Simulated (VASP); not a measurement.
# B2P (I4_1/amd) in VASP: single point with PBE

Aim: the single point of B2P with PBE.

Program: VASP 6.6.1. These are calculated values, not measurements. Logs are shortened: lines on timing, memory, paths and dates and some standing lists are left out, and cuts for length are marked.

## (1) The cell of the first run

It takes space group I4_1/amd (No. 141, tetragonal). Conventional cell: a = 4.711 Å, b = 4.711 Å, c = 11.255 Å, α = 90.00°, β = 90.00°, γ = 90.00°. Within 2.3 Å of B (site symmetry 2) lie 2 B at 1.74 Å and 2 P at 2.07 Å. Within 2.7 Å of P (site symmetry 2/m) lie 4 B at 2.07 Å and 2 P at 2.36 Å.

## (2) Single point, PBE

Input file INCAR:

```
SYSTEM = B2P
ALGO = Normal
EDIFF = 1E-6
ENCUT = 520
GGA = PE
ISIF = 2
ISMEAR = 0
LASPH = .TRUE.
LCHARG = .TRUE.
LELF = .TRUE.
LREAL = .FALSE.
LVHAR = .TRUE.
LWAVE = .FALSE.
NBANDS = 34
NELM = 100
PREC = Accurate
SIGMA = 0.1
```

Input file KPOINTS:

```
k-points
0
G
  12 12 12
  0 0 0
```

Input file POSCAR:

```
B2P
1.0
   -2.3556548024      2.3556548024      5.6273395295
    2.3556548024     -2.3556548024      5.6273395295
    2.3556548024      2.3556548024     -5.6273395295
B P
8 4
Direct
    0.8154553097      0.8154553097      0.6309106194
    0.1845446903      0.1845446903      0.3690893806
    0.5654553097      0.4345446903      0.5000000000
    0.9345446903      0.0654553097      0.5000000000
    0.9345446903      0.4345446903      0.8690893806
    0.5654553097      0.0654553097      0.1309106194
    0.1845446903      0.8154553097      0.0000000000
    0.8154553097      0.1845446903      0.0000000000
    0.3750000000      0.6250000000      0.7500000000
    0.8750000000      0.6250000000      0.2500000000
    0.3750000000      0.1250000000      0.7500000000
    0.3750000000      0.6250000000      0.2500000000
```

Potentials or basis: VASP PAW PBE potentials, release 64 (B, P).

Command:

```sh
$ cat potpaw_PBE.64/B/POTCAR potpaw_PBE.64/P/POTCAR > POTCAR
$ mpirun -np 1 vasp_std > vasp.out
```

OUTCAR:

```text
SYSTEM = B2P
   EDIFF = 1E-6
   ENCUT = 520
   GGA = PE
   ISIF = 2
   ISMEAR = 0
   LASPH = .TRUE.
   LREAL = .FALSE.
   NELM = 100
   PREC = Accurate

 ion  position               nearest neighbor table
   1  0.815  0.815  0.631-   7 1.74   8 1.74  10 2.07  12 2.07
   2  0.185  0.185  0.369-   7 1.74   8 1.74   9 2.07  11 2.07
   3  0.565  0.435  0.500-   5 1.74   6 1.74   9 2.07  12 2.07
   4  0.935  0.065  0.500-   5 1.74   6 1.74  10 2.07  11 2.07
   5  0.935  0.435  0.869-   3 1.74   4 1.74  10 2.07  12 2.07
   6  0.565  0.065  0.131-   3 1.74   4 1.74   9 2.07  11 2.07
   7  0.185  0.815  0.000-   1 1.74   2 1.74   9 2.07  12 2.07
   8  0.815  0.185  0.000-   1 1.74   2 1.74  10 2.07  11 2.07
   9  0.375  0.625  0.750-   2 2.07   3 2.07   6 2.07   7 2.07  10 2.36  10 2.36
  10  0.875  0.625  0.250-   1 2.07   4 2.07   5 2.07   8 2.07   9 2.36   9 2.36
  11  0.375  0.125  0.750-   2 2.07   4 2.07   6 2.07   8 2.07  12 2.36  12 2.36
  12  0.375  0.625  0.250-   1 2.07   3 2.07   5 2.07   7 2.07  11 2.36  11 2.36

  LATTYP: Found a body centered tetragonal cell.
 ALAT       =     4.7113096048
 C/A-ratio  =     2.3888642444

  Lattice vectors:

 A1 = (  -2.3556548024,   2.3556548024,   5.6273395295)
 A2 = (   2.3556548024,  -2.3556548024,   5.6273395295)
 A3 = (   2.3556548024,   2.3556548024,  -5.6273395295)

Analysis of symmetry for initial positions (statically):
=====================================================================
 Subroutine PRICEL returns:
 Original cell was already a primitive cell.

 Routine SETGRP: Setting up the symmetry group for a
 body centered tetragonal supercell.

 Subroutine GETGRP returns: Found 16 space group operations
 (whereof  8 operations were pure point group operations)
 out of a pool of 16 trial point group operations.

The static configuration has the point symmetry D_2d.
 The point group associated with its full space group is D_4h.

Analysis of symmetry for dynamics (positions and initial velocities):
=====================================================================
 Subroutine PRICEL returns:
 Original cell was already a primitive cell.

 Routine SETGRP: Setting up the symmetry group for a
 body centered tetragonal supercell.

 Subroutine GETGRP returns: Found 16 space group operations
 (whereof  8 operations were pure point group operations)
 out of a pool of 16 trial point group operations.

The dynamic configuration has the point symmetry D_2d.
 The point group associated with its full space group is D_4h.

 Subroutine INISYM returns: Found 16 space group operations
 (whereof  8 operations are pure point group operations),
 and found     1 'primitive' translations

----------------------------------------------------------------------------------------

                                     Primitive cell

  volume of cell :     124.9069

  direct lattice vectors                    reciprocal lattice vectors
    -2.355654802  2.355654802  5.627339530     0.000000000  0.212255208  0.088851934
     2.355654802 -2.355654802  5.627339530     0.212255208  0.000000000  0.088851934
     2.355654802  2.355654802 -5.627339530     0.212255208  0.212255208  0.000000000

  length of vectors
     6.539508336  6.539508336  6.539508336     0.230102020  0.230102020  0.300174194

  position of ions in fractional coordinates (direct lattice)
     0.815455310  0.815455310  0.630910619
     0.184544690  0.184544690  0.369089381
     0.565455310  0.434544690  0.500000000
     0.934544690  0.065455310  0.500000000
     0.934544690  0.434544690  0.869089381
     0.565455310  0.065455310  0.130910619
     0.184544690  0.815455310  0.000000000
     0.815455310  0.184544690  0.000000000
     0.375000000  0.625000000  0.750000000
     0.875000000  0.625000000  0.250000000
     0.375000000  0.125000000  0.750000000
     0.375000000  0.625000000  0.250000000

  ion indices of the primitive-cell ions
   primitive index   ion index
                 1           1
                 2           2
                 3           3
                 4           4
                 5           5
                 6           6
                 7           7
                 8           8
                 9           9
                10          10
                11          11
                12          12

----------------------------------------------------------------------------------------

 KPOINTS: k-points

Automatic generation of k-mesh.
 Grid dimensions read from file:
 generate k-points for:   12   12   12

 Generating k-lattice:

  Cartesian coordinates                     Fractional coordinates (reciprocal lattice)
     0.000000000  0.017687934  0.007404328     0.083333333  0.000000000  0.000000000
     0.017687934  0.000000000  0.007404328     0.000000000  0.083333333  0.000000000
     0.017687934  0.017687934  0.000000000     0.000000000  0.000000000  0.083333333

  Length of vectors
     0.019175168  0.019175168  0.025014516

  Shift w.r.t. Gamma in fractional coordinates (k-lattice)
     0.000000000  0.000000000  0.000000000

 Subroutine IBZKPT returns following result:
 ===========================================

 Found    163 irreducible k-points:

 Following reciprocal coordinates:
            Coordinates               Weight
  0.000000  0.000000  0.000000      1.000000
  0.083333  0.000000  0.000000      8.000000
  0.166667  0.000000  0.000000      8.000000
  0.250000 -0.000000  0.000000      8.000000
  0.333333  0.000000 -0.000000      8.000000
  0.416667  0.000000  0.000000      8.000000
[... 16 lines left out ...]
  0.500000  0.166667  0.000000     16.000000
 -0.416667  0.166667  0.000000     16.000000
 [... further k-points ...]
   k-points           NKPTS =    163   k-points in BZ     NKDIM =    163   number of bands    NBANDS=     34
   number of dos      NEDOS =    301   number of ions     NIONS =     12
   total plane-waves  NPLWV = 125000
   dimension x,y,z NGX =    50 NGY =   50 NGZ =   50
   dimension x,y,z NGXF=   100 NGYF=  100 NGZF=  100
   ions per type =               8   4
   NGX,Y,Z   is equivalent  to a cutoff of  12.71, 12.71, 12.71 a.u.
   NGXF,Y,Z  is equivalent  to a cutoff of  25.42, 25.42, 25.42 a.u.
 SYSTEM =  B2P
   PREC   = accura    normal or accurate (medium, high low for compatibility)
   ISTART =      0    job   : 0-new  1-cont  2-samecut
   ICHARG =      2    charge: 1-file 2-atom 10-const
   ISPIN  =      1    spin polarized calculation?
   LNONCOLLINEAR =      F non collinear calculations
   LSORBIT =      F    spin-orbit coupling
   LASPH  =      T    aspherical Exc in radial PAW
   ENCUT  =  520.0 eV  38.22 Ry    6.18 a.u.  12.16 12.16 12.16*2*pi/ulx,y,z
   NELM   =    100;   NELMIN=  2; NELMDL= -5     # of ELM steps
   EDIFF  = 0.1E-05   stopping-criterion for ELM
   LREAL  =      F    real-space projection
   EDIFFG = 0.1E-04   stopping-criterion for IOM
   NSW    =      0    number of steps for IOM
   IBRION =     -1    ionic relax: 0-MD 1-quasi-New 2-CG
   NFREE  =      0    steps in history (QN), initial steepest desc. (CG)
   ISIF   =      2    stress and relaxation
   ISYM   =      2    0-nonsym 1-usesym 2-fastsym
   POTIM  = 0.5000    time-step for ionic-motion
   TEBEG  =    0.0;   TEEND  =   0.0 temperature during run
   PSTRESS=    0.0 pullay stress
   NELECT =      44.0000    total number of electrons
   NUPDOWN=      -1.0000    fix difference up-down
   EMIN   =  10.00;   EMAX   =-10.00  energy-range for DOS
   EFERMI =   0.00;   METHOD = LEGACY
   ISMEAR =     0;   SIGMA  =   0.10  broadening in eV -4-tet -1-fermi 0-gaus
   EFERMI_NEDOS =   21; number of points for ismear=-14 and -15
   IALGO  =     38    algorithm
   IMIX   =      4    mixing-type and parameters
     AMIX     =   0.40;   BMIX     =  1.00
     AMIX_MAG =   1.60;   BMIX_MAG =  1.00
  volume/ion in A,a.u.               =      10.41        70.24
  Fermi-wavevector in a.u.,A,eV,Ry     =   1.156193  2.184888 18.188020  1.336782
  Thomas-Fermi vector in A             =   2.292815
   LORBIT       =      0    0 simple, 1 ext, 2 COOP (PROOUT), +10 PAW based schemes
   GGA     = PE    functional components
   LHFCALC =     F    Hartree Fock is set to
   AEXX    =    0.0000 exact exchange contribution
   IVDW    =     0    specifies the selected vdW correction
   LEPSILON=     F    determine dielectric tensor
   LRPA    =     F    only Hartree local field effects (RPA)
 non-spin polarized calculation
 Gauss-broadening in eV      SIGMA  =   0.10
  energy-cutoff  :      520.00
  volume of cell :      124.91
 maximum number of plane-waves:      3404
 NGX is ok and might be reduce to    50
   NGX = 25   NGY = 25   NGZ = 25

 number of electron      44.0000000 magnetization

 Free energy of the ion-electron system (eV)
  ---------------------------------------------------
  ext. energy  EPLUGINS =         0.00000000
  ---------------------------------------------------
  free energy    TOTEN  =       -66.89357940 eV

  energy without entropy =      -66.88212253  energy(sigma->0) =      -66.88785096

 E-fermi :   6.8900     XC(G=0): -11.1371

 val. band max:        6.8779740908   @ k =  -0.4167   0.1667   0.0000
 cond. band min:       6.8924805876   @ k =   0.5000   0.1667   0.0000
 fundamental gap:      0.0145064968
 Fermi energy:         6.8900409996

 k-point     1 :       0.0000    0.0000    0.0000
  band No.  band energies     occupation
      1      -8.8396      2.00000
      2      -6.3466      2.00000
      3      -4.1434      2.00000
      4      -2.7788      2.00000
      5      -2.7788      2.00000
      6      -2.1404      2.00000
[... 26 lines left out ...]
     33      13.4431      0.00000
     34      13.7466      0.00000
[... 820 lines left out ...]
      4      -3.7959      2.00000
      5      -3.6087      2.00000
      6      -2.9028      2.00000
[... 26 lines left out ...]
     33      13.3220      0.00000
     34      13.4943      0.00000

 [... further k-points ...]

------------------------ aborting loop because EDIFF is reached ----------------------------------------

  FORCE on cell =-STRESS in cart. coord.  units (eV):
  Direction    XX          YY          ZZ          XY          YZ          ZX
  --------------------------------------------------------------------------------------
  -------------------------------------------------------------------------------------
  Total       -0.1228027     -0.1228027     -0.1547701      0.0000000      0.0000000      0.0000000
  in kB       -1.5751874     -1.5751874     -1.9852316      0.0000000      0.0000000      0.0000000
  external PRESSURE =      -1.7118688 kB  Pullay stress =       0.0000000 kB

 VOLUME and BASIS-vectors are now :
 -----------------------------------------------------------------------------
  energy-cutoff  :      520.00
  volume of cell :      124.91
      direct lattice vectors                 reciprocal lattice vectors
    -2.355654802  2.355654802  5.627339530     0.000000000  0.212255208  0.088851934
     2.355654802 -2.355654802  5.627339530     0.212255208  0.000000000  0.088851934
     2.355654802  2.355654802 -5.627339530     0.212255208  0.212255208  0.000000000

 POSITION                                       TOTAL-FORCE (eV/Angst)
 -----------------------------------------------------------------------------------
      1.48621      1.48621      5.62734        -0.010033     -0.010033     -0.000000
      0.86945      0.86945      0.00000         0.010033      0.010033      0.000000
      0.86945      1.48621      2.81367         0.010033     -0.010033     -0.000000
     -0.86945      3.22510      2.81367        -0.010033      0.010033     -0.000000
      0.86945      3.22510      2.81367         0.010033      0.010033      0.000000
     -0.86945      1.48621      2.81367        -0.010033     -0.010033     -0.000000
      1.48621     -1.48621      5.62734        -0.010033      0.010033     -0.000000
     -1.48621      1.48621      5.62734         0.010033     -0.010033     -0.000000
      2.35565      1.17783      1.40683        -0.000000      0.000000     -0.000000
      0.00000      1.17783      7.03417        -0.000000      0.000000     -0.000000
      1.17783      2.35565     -1.40683        -0.000000      0.000000     -0.000000
      1.17783      0.00000      4.22050        -0.000000      0.000000     -0.000000
 -----------------------------------------------------------------------------------
    total drift:                               -0.000000     -0.000000     -0.000000

  FREE ENERGIE OF THE ION-ELECTRON SYSTEM (eV)
  ---------------------------------------------------
  free  energy   TOTEN  =       -66.8935793964 eV

  energy  without entropy=      -66.8821225282  energy(sigma->0) =      -66.88785096
```

Run time: 16 min. Hardware: 1 thread of Intel Xeon Platinum 8488C (Sapphire Rapids), shared host; peak memory 0.68 GiB.

What came out:

| Quantity | Value |
| --- | --- |
| Free energy | -66.8936 eV |
| Pressure | -0.2 GPa |
| Largest force | 0.014 eV/Å |
| Band gap on the k mesh | zero (bands 22 and 23 overlap by 0.66 eV) |

Forces in eV/Å, atoms in the order of the input:
```
B   -0.010 -0.010  0.000
B    0.010  0.010  0.000
B    0.010 -0.010  0.000
B   -0.010  0.010  0.000
B    0.010  0.010  0.000
B   -0.010 -0.010  0.000
B   -0.010  0.010  0.000
B    0.010 -0.010  0.000
P    0.000  0.000  0.000
P    0.000  0.000  0.000
P    0.000  0.000  0.000
P    0.000  0.000  0.000
```

Levels at points of the mesh, in eV from the Fermi level:
| k point | band 19 | band 20 | band 21 | band 22 | band 23 | band 24 | band 25 | band 26 |
| --- | --- | --- | --- | --- | --- | --- | --- | --- |
| (0.00, 0.00, 0.00) | -2.05 | -0.73 | -0.73 | -0.24 | 0.18 | 0.25 | 0.70 | 0.70 |
| (0.50, 0.00, 0.00) | -2.00 | -0.79 | -0.30 | -0.27 | -0.26 | -0.02 | 1.90 | 1.92 |
| (0.50, 0.50, 0.00) | -1.18 | -1.18 | -1.15 | -1.15 | 0.46 | 0.46 | 0.82 | 0.82 |
| (0.50, 0.50, 0.50) | -2.84 | -2.84 | -2.17 | -2.17 | 0.38 | 0.38 | 3.06 | 3.06 |

Caveat: semilocal functionals underestimate gaps, and a narrow one can read as zero.
